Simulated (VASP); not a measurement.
# WC (Imm2) in VASP: single point with r2SCAN

Aim: the single point of WC with r2SCAN.

All numbers are computed with VASP 6.6.1; they aren't measurements. Logs are shortened: lines on timing, memory, paths and dates and some standing lists are left out, and cuts for length are marked.

### 1 The cell of the first run

Symmetry: Imm2, No. 44, orthorhombic system. Conventional cell: a = 3.101 Å, b = 4.385 Å, c = 3.101 Å, α = 90.00°, β = 90.00°, γ = 90.00°. W (site symmetry mm2) has 6 C at 2.07 to 2.32 Å within 2.7 Å. Within 2.7 Å of C (site symmetry mm2) lie 6 W at 2.07 to 2.32 Å.

### 2 Single point, r2SCAN

Contents of POSCAR:

```
WC
1.0
    0.0000000000      2.1926840000      2.1926840000
    2.1926840000      0.0000000000      2.1926840000
    2.1926840000      2.1926840000      0.0000000000
W C
1 1
Direct
   -0.0564348017      0.0000000000      0.0000000000
    0.5000000000      0.5000000000      0.5000000000
```

Contents of INCAR.step1:

```
SYSTEM = WC
  ALGO = Normal
  EDIFF = 1E-4
  ENCUT = 520
  GGA = PE
  ISMEAR = 0
  LASPH = .TRUE.
  LCHARG = .FALSE.
  LREAL = .FALSE.
  LWAVE = .TRUE.
  NBANDS = 16
  NELM = 80
  PREC = Accurate
  SIGMA = 0.15
```

Contents of INCAR.step2:

```
SYSTEM = WC
  ALGO = Normal
  EDIFF = 1E-6
  ENCUT = 520
  ISIF = 2
  ISMEAR = 0
  ISTART = 1
  LASPH = .TRUE.
  LCHARG = .FALSE.
  LMIXTAU = .TRUE.
  LREAL = .FALSE.
  LWAVE = .FALSE.
  METAGGA = R2SCAN
  NBANDS = 16
  NELM = 80
  PREC = Accurate
  SIGMA = 0.15
```

Contents of KPOINTS:

```
k-points
0
G
  18 18 18
  0 0 0
```

Potentials or basis: VASP PAW PBE potentials, release 64 (W_sv, C).

Launch:

```bash
$ cat potpaw_PBE.64/W_sv/POTCAR potpaw_PBE.64/C/POTCAR > POTCAR
$ cp INCAR.step1 INCAR
$ mpirun -np 1 vasp_std > vasp.out
$ cp INCAR.step2 INCAR
$ mpirun -np 1 vasp_std > vasp.out
```

OUTCAR:

```text
SYSTEM = WC
   EDIFF = 1E-6
   ENCUT = 520
   ISIF = 2
   ISMEAR = 0
   ISTART = 1
   LASPH = .TRUE.
   LREAL = .FALSE.
   METAGGA = R2SCAN
   NELM = 80
   PREC = Accurate

 ion  position               nearest neighbor table
   1  0.944  0.000  0.000-   2 2.07   2 2.07   2 2.20   2 2.20   2 2.32   2 2.32
   2  0.500  0.500  0.500-   1 2.07   1 2.07   1 2.20   1 2.20   1 2.32   1 2.32

  LATTYP: Found a face centered cubic cell.
 ALAT       =     4.3853680000

  Lattice vectors:

 A1 = (   0.0000000000,   2.1926840000,   2.1926840000)
 A2 = (   2.1926840000,   0.0000000000,   2.1926840000)
 A3 = (   2.1926840000,   2.1926840000,   0.0000000000)

Analysis of symmetry for initial positions (statically):
=====================================================================
 Subroutine PRICEL returns:
 Original cell was already a primitive cell.

 Routine SETGRP: Setting up the symmetry group for a
 face centered cubic supercell.

 Subroutine GETGRP returns: Found  4 space group operations
 (whereof  4 operations were pure point group operations)
 out of a pool of 48 trial point group operations.

The static configuration has the point symmetry C_2v.

Analysis of symmetry for dynamics (positions and initial velocities):
=====================================================================
 Subroutine PRICEL returns:
 Original cell was already a primitive cell.

 Routine SETGRP: Setting up the symmetry group for a
 face centered cubic supercell.

 Subroutine GETGRP returns: Found  4 space group operations
 (whereof  4 operations were pure point group operations)
 out of a pool of 48 trial point group operations.

The dynamic configuration has the point symmetry C_2v.

 Subroutine INISYM returns: Found  4 space group operations
 (whereof  4 operations are pure point group operations),
 and found     1 'primitive' translations

----------------------------------------------------------------------------------------

                                     Primitive cell

  volume of cell :      21.0842

  direct lattice vectors                    reciprocal lattice vectors
     0.000000000  2.192684000  2.192684000    -0.228031034  0.228031034  0.228031034
     2.192684000  0.000000000  2.192684000     0.228031034 -0.228031034  0.228031034
     2.192684000  2.192684000  0.000000000     0.228031034  0.228031034 -0.228031034

  length of vectors
     3.100923451  3.100923451  3.100923451     0.394961337  0.394961337  0.394961337

  position of ions in fractional coordinates (direct lattice)
     0.943565198  0.000000000  0.000000000
     0.500000000  0.500000000  0.500000000

  ion indices of the primitive-cell ions
   primitive index   ion index
                 1           1
                 2           2

----------------------------------------------------------------------------------------

 KPOINTS: k-points

Automatic generation of k-mesh.
 Grid dimensions read from file:
 generate k-points for:   18   18   18

 Generating k-lattice:

  Cartesian coordinates                     Fractional coordinates (reciprocal lattice)
    -0.012668391  0.012668391  0.012668391     0.055555556  0.000000000  0.000000000
     0.012668391 -0.012668391  0.012668391     0.000000000  0.055555556  0.000000000
     0.012668391  0.012668391 -0.012668391     0.000000000  0.000000000  0.055555556

  Length of vectors
     0.021942296  0.021942296  0.021942296

  Shift w.r.t. Gamma in fractional coordinates (k-lattice)
     0.000000000  0.000000000  0.000000000

 Subroutine IBZKPT returns following result:
 ===========================================

 Found    865 irreducible k-points:

 Following reciprocal coordinates:
            Coordinates               Weight
  0.000000  0.000000  0.000000      1.000000
  0.055556  0.000000  0.000000      4.000000
  0.000000  0.055556  0.000000      4.000000
  0.111111  0.000000  0.000000      4.000000
  0.000000  0.111111  0.000000      4.000000
  0.166667  0.000000  0.000000      4.000000
[... 16 lines left out ...]
  0.000000  0.111111  0.055556      4.000000
  0.055556  0.000000  0.111111      8.000000
 [... further k-points ...]
   k-points           NKPTS =    865   k-points in BZ     NKDIM =    865   number of bands    NBANDS=     16
   number of dos      NEDOS =    301   number of ions     NIONS =      2
   total plane-waves  NPLWV =  13824
   dimension x,y,z NGX =    24 NGY =   24 NGZ =   24
   dimension x,y,z NGXF=    48 NGYF=   48 NGZF=   48
   ions per type =               1   1
   NGX,Y,Z   is equivalent  to a cutoff of  12.87, 12.87, 12.87 a.u.
   NGXF,Y,Z  is equivalent  to a cutoff of  25.73, 25.73, 25.73 a.u.
 SYSTEM =  WC
   PREC   = accura    normal or accurate (medium, high low for compatibility)
   ISTART =      1    job   : 0-new  1-cont  2-samecut
   ICHARG =      0    charge: 1-file 2-atom 10-const
   ISPIN  =      1    spin polarized calculation?
   LNONCOLLINEAR =      F non collinear calculations
   LSORBIT =      F    spin-orbit coupling
   LASPH  =      T    aspherical Exc in radial PAW
   ENCUT  =  520.0 eV  38.22 Ry    6.18 a.u.   5.77  5.77  5.77*2*pi/ulx,y,z
   NELM   =     80;   NELMIN=  2; NELMDL=  0     # of ELM steps
   EDIFF  = 0.1E-05   stopping-criterion for ELM
   LREAL  =      F    real-space projection
   EDIFFG = 0.1E-04   stopping-criterion for IOM
   NSW    =      0    number of steps for IOM
   IBRION =     -1    ionic relax: 0-MD 1-quasi-New 2-CG
   NFREE  =      0    steps in history (QN), initial steepest desc. (CG)
   ISIF   =      2    stress and relaxation
   ISYM   =      2    0-nonsym 1-usesym 2-fastsym
   POTIM  = 0.5000    time-step for ionic-motion
   TEBEG  =    0.0;   TEEND  =   0.0 temperature during run
   PSTRESS=    0.0 pullay stress
   NELECT =      18.0000    total number of electrons
   NUPDOWN=      -1.0000    fix difference up-down
   EMIN   =  10.00;   EMAX   =-10.00  energy-range for DOS
   EFERMI =   0.00;   METHOD = LEGACY
   ISMEAR =     0;   SIGMA  =   0.15  broadening in eV -4-tet -1-fermi 0-gaus
   EFERMI_NEDOS =   21; number of points for ismear=-14 and -15
   IALGO  =     38    algorithm
   IMIX   =      4    mixing-type and parameters
     AMIX     =   0.40;   BMIX     =  1.00
     AMIX_MAG =   1.60;   BMIX_MAG =  1.00
  volume/ion in A,a.u.               =      10.54        71.14
  Fermi-wavevector in a.u.,A,eV,Ry     =   1.553029  2.934800 32.815887  2.411900
  Thomas-Fermi vector in A             =   2.657319
   LORBIT       =      0    0 simple, 1 ext, 2 COOP (PROOUT), +10 PAW based schemes
   METAGGA = R2SCAN    functional components
   LHFCALC =     F    Hartree Fock is set to
   AEXX    =    0.0000 exact exchange contribution
   IVDW    =     0    specifies the selected vdW correction
   LEPSILON=     F    determine dielectric tensor
   LRPA    =     F    only Hartree local field effects (RPA)
 non-spin polarized calculation
 Gauss-broadening in eV      SIGMA  =   0.15
  energy-cutoff  :      520.00
  volume of cell :       21.08
 maximum number of plane-waves:       588
   NGX = 11   NGY = 11   NGZ = 11

 number of electron      18.0000002 magnetization

 Free energy of the ion-electron system (eV)
  ---------------------------------------------------
  ext. energy  EPLUGINS =         0.00000000
  ---------------------------------------------------
  free energy    TOTEN  =       -60.53289299 eV

  energy without entropy =      -60.52226487  energy(sigma->0) =      -60.52757893

 E-fermi :  12.3342     XC(G=0): -14.8329

 val. band max:       12.3324370119   @ k =   0.2778   0.2778   0.0000
 cond. band min:      12.3357229194   @ k =  -0.2778   0.2778   0.0000
 fundamental gap:      0.0032859075
 Fermi energy:        12.3341555448

 k-point     1 :       0.0000    0.0000    0.0000
  band No.  band energies     occupation
      1     -65.0199      2.00000
      2     -28.3783      2.00000
      3     -28.3749      2.00000
      4     -28.3563      2.00000
      5      -4.2878      2.00000
      6       8.8005      2.00000
[... 8 lines left out ...]
     15      22.8571      0.00000
     16      35.9247      0.00000

 k-point     2 :       0.0556    0.0000    0.0000
  band No.  band energies     occupation
      1     -65.0186      2.00000
      2     -28.3914      2.00000
      3     -28.3804      2.00000
      4     -28.3616      2.00000
      5      -4.1989      2.00000
      6       8.4708      2.00000
[... 8 lines left out ...]
     15      23.0655      0.00000
     16      34.9975      0.00000

 k-point     3 :       0.0000    0.0556    0.0000
  band No.  band energies     occupation
      1     -65.0186      2.00000
      2     -28.3953      2.00000
      3     -28.3766      2.00000
      4     -28.3619      2.00000
      5      -4.1978      2.00000
      6       8.4054      2.00000
[... 8 lines left out ...]
     15      23.0647      0.00000
     16      35.0945      0.00000

 k-point     4 :       0.1111    0.0000    0.0000
  band No.  band energies     occupation
      1     -65.0150      2.00000
      2     -28.4460      2.00000
      3     -28.3865      2.00000
      4     -28.3694      2.00000
      5      -3.9373      2.00000
      6       7.8131      2.00000
[... 8 lines left out ...]
     15      23.6436      0.00000
     16      33.2461      0.00000
[... 324 lines left out ...]
 k-point    22 :       0.1111    0.0556    0.0000
  band No.  band energies     occupation
      1     -65.0154      2.00000
      2     -28.4335      2.00000
      3     -28.3902      2.00000
      4     -28.3714      2.00000
      5      -3.9672      2.00000
      6       7.9161      2.00000
[... 8 lines left out ...]
     15      23.5926      0.00000
     16      33.5025      0.00000

 k-point    23 :       0.0000    0.1111    0.0556
  band No.  band energies     occupation
      1     -65.0153      2.00000
      2     -28.4276      2.00000
      3     -28.3898      2.00000
      4     -28.3781      2.00000
      5      -3.9672      2.00000
      6       7.7270      2.00000
[... 8 lines left out ...]
     15      23.5955      0.00000
     16      33.5668      0.00000

 k-point    24 :       0.0556    0.0000    0.1111
  band No.  band energies     occupation
      1     -65.0153      2.00000
      2     -28.4374      2.00000
      3     -28.3873      2.00000
      4     -28.3714      2.00000
      5      -3.9642      2.00000
      6       7.8045      2.00000
[... 8 lines left out ...]
     15      23.5928      0.00000
     16      33.5162      0.00000

 [... further k-points ...]

------------------------ aborting loop because EDIFF is reached ----------------------------------------

  FORCE on cell =-STRESS in cart. coord.  units (eV):
  Direction    XX          YY          ZZ          XY          YZ          ZX
  --------------------------------------------------------------------------------------
  -------------------------------------------------------------------------------------
  Total       -0.5087365      0.5097802      0.5097802      0.0000000     -0.0871448      0.0000000
  in kB      -38.6585319     38.7378370     38.7378370      0.0000000     -6.6220689      0.0000000
  external PRESSURE =      12.9390474 kB  Pullay stress =       0.0000000 kB

 VOLUME and BASIS-vectors are now :
 -----------------------------------------------------------------------------
  energy-cutoff  :      520.00
  volume of cell :       21.08
      direct lattice vectors                 reciprocal lattice vectors
     0.000000000  2.192684000  2.192684000    -0.228031034  0.228031034  0.228031034
     2.192684000  0.000000000  2.192684000     0.228031034 -0.228031034  0.228031034
     2.192684000  2.192684000  0.000000000     0.228031034  0.228031034 -0.228031034

 POSITION                                       TOTAL-FORCE (eV/Angst)
 -----------------------------------------------------------------------------------
      0.00000      2.06894      2.06894         0.000000      0.866945      0.866945
      2.19268      2.19268      2.19268        -0.000000     -0.866945     -0.866945
 -----------------------------------------------------------------------------------
    total drift:                                0.000001      0.000027      0.000027

  FREE ENERGIE OF THE ION-ELECTRON SYSTEM (eV)
  ---------------------------------------------------
  free  energy   TOTEN  =       -60.5328929900 eV

  energy  without entropy=      -60.5222648677  energy(sigma->0) =      -60.52757893
```

Wall time 22 min (1 thread of Oxide Virtual Turin-like, shared host); peak memory 0.35 GiB.

What came out:

```yaml
Free_energy: -60.5329 eV
Pressure: 1.3 GPa
Largest_force: 1.226 eV/Å
Band_gap_on_the_k_mesh: zero (bands 9 and 10 overlap by 3.24 eV)
```

Forces in eV/Å, atoms in the order of the input:
```
W    0.000  0.867  0.867
C    0.000 -0.867 -0.867
```

Stress tensor (GPa, compression positive):
```
-3.87  0.00  0.00
 0.00  3.87 -0.66
 0.00 -0.66  3.87
```

Caveat: the cell differs from its parent crystal (all W atoms moved +0.175 Å, as atom 1 towards its neighbour atom 1 (W) at 3.101 Å); the stress differs along the axes, from -4 to 4 GPa; the PAW data sets were made with another functional, which shifts forces and pressure a little; spin-orbit coupling is left out, which moves the levels of the heavy elements.
